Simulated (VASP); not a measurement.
NiO2: single point with LDA

The system is NiO2.

```xyz
3
Lattice="2.8039 0.0000 0.0000 -1.4019 2.4282 0.0000 0.0000 0.0000 4.0838" Properties=species:S:1:pos:R:3 pbc="T T T"
Ni    0.0000    0.0000    2.0419
O     1.4019    0.8094    2.9347
O     0.0000    1.6188    1.1491
```

This cell differs from its parent crystal: c/a of the conventional cell at fixed volume 1.4565.

* Program: VASP 6.6.1
* Task: single point
* Functional: LDA
* Potentials or basis: VASP PAW LDA potentials, release 64 (Ni, O)
* Cutoff: 520 eV
* k mesh: 12 × 12 × 6
* Occupations: gaussian, width 0.05 eV
* Spin: no spin polarisation

```yaml
Pressure: -1.9 GPa
Largest_force: 0.219 eV/Å
Band_gap_on_the_k_mesh: 0.63 eV, indirect (least direct gap 0.98 eV)
```

Forces on the atoms (eV/Å):
```
Ni   0.000  0.000  0.000
O    0.000  0.000  0.219
O    0.000  0.000 -0.219
```

Stress tensor (GPa, compression positive):
```
-3.95  0.00  0.00
 0.00 -3.95  0.00
 0.00  0.00  2.16
```

Levels at points of the mesh, in eV from the valence-band top:
| k point | band 7 | band 8 | band 9 | band 10 | band 11 | band 12 | band 13 | band 14 | band 15 | band 16 |
| --- | --- | --- | --- | --- | --- | --- | --- | --- | --- | --- |
| (0.00, 0.00, 0.00) | -2.41 | -1.39 | -1.39 | -0.53 | -0.52 | 2.02 | 2.02 | 7.94 | 10.77 | 17.16 |
| (0.50, 0.00, 0.00) | -3.43 | -2.67 | -2.07 | -1.93 | -1.20 | 1.28 | 2.09 | 12.67 | 12.87 | 14.46 |
| (0.00, 0.00, 0.50) | -2.42 | -2.42 | -1.51 | -1.51 | -0.06 | 2.15 | 2.15 | 10.10 | 10.42 | 16.01 |
| (0.50, 0.00, 0.50) | -3.18 | -2.08 | -1.94 | -1.41 | -1.36 | 1.32 | 1.86 | 11.33 | 13.08 | 15.18 |

Wall time 16 s on 1 thread of Intel(R) Xeon(R) 6975P-C (Granite Rapids), with other jobs on the host, peak memory 0.16 GiB.

 Spin polarisation is off, so any magnetic state and its effect on volume and gap are missing.
